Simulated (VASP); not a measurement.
Input of a VASP 6.6.1 run:

File INCAR:

```
PREC = Accurate
ENCUT = 520
EDIFF = 1E-7
ISMEAR = -1
SIGMA = 0.05
LREAL = F
LASPH = T
NELM = 80
ALGO = Normal
ISIF = 2
LWAVE = F
LCHARG = F
GGA = PS
NBANDS = 16
```

Contents of KPOINTS:

```
Automatic mesh
0
Gamma
  12 12 6
```

File POSCAR:

```
BN
1.0
    2.5200503772      0.0000000000      0.0000000000
   -1.2600251886      2.1824276454      0.0000000000
    0.0000000000      0.0000000000      4.1692228329
N B
2 2
Direct
    0.3333333333      0.6666666667      0.1253447574
    0.6666666667      0.3333333333      0.6253447574
    0.3333333333      0.6666666667      0.4996552426
    0.6666666667      0.3333333333      0.9996552426
```

Potentials or basis: VASP PAW PBE potentials, release 64 (N, B).

The run is started by

```console
$ cat potpaw_PBE.64/N/POTCAR potpaw_PBE.64/B/POTCAR > POTCAR
$ mpirun -np 1 vasp_std > vasp.out
```

Problem. Estimate the band gap on the k mesh.

Solution. 4.89 eV, indirect (least direct gap 8.34 eV).

Problem. Estimate the pressure.

Solution. 10.7 GPa.

Forces in eV/Å, atoms in the order of the input:
```
N    0.000  0.000  0.006
N    0.000  0.000  0.006
B    0.000  0.000 -0.006
B    0.000  0.000 -0.006
```

Caveat: the PAW data sets were made with another functional, which shifts forces and pressure a little. A k mesh can miss the band edges.
